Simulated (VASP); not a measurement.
A run of VASP 6.6.1:

INCAR

```
SYSTEM = PbS
PREC = Accurate
ENCUT = 520
EDIFF = 1E-7
ISMEAR = 0
SIGMA = 0.028000000000000004
LREAL = .FALSE.
LASPH = .TRUE.
NELM = 60
ALGO = Normal
ISIF = 2
LWAVE = .FALSE.
LCHARG = .FALSE.
GGA = PE
NBANDS = 17
```

File KPOINTS:

```
Automatic mesh
0
G
  8 8 8
  0 0 0
```

Contents of POSCAR:

```
PbS
1.0
    0.0000000000      2.9657500000      2.9657500000
    2.9657500000      0.0000000000      2.9657500000
    2.9657500000      2.9657500000      0.0000000000
Pb S
1 1
Direct
    0.0000000000      0.0000000000      0.0000000000
    0.5000000000      0.5000000000      0.5000000000
```

Potentials or basis: VASP PAW PBE potentials, release 64 (Pb_d, S).

Run with:

```bash
$ cat potpaw_PBE.64/Pb_d/POTCAR potpaw_PBE.64/S/POTCAR > POTCAR
$ mpirun -np 1 vasp_std > vasp.out
```

Hardware: 1 thread of Intel(R) Xeon(R) Platinum 8488C (Sapphire Rapids), with other jobs on the host.

Task: Estimate the wall time of this run.

Result: Wall time 13 s on 1 thread of Intel(R) Xeon(R) Platinum 8488C (Sapphire Rapids), with other jobs on the host, peak memory 0.18 GiB. Counts: scf iterations 13, k points 29.
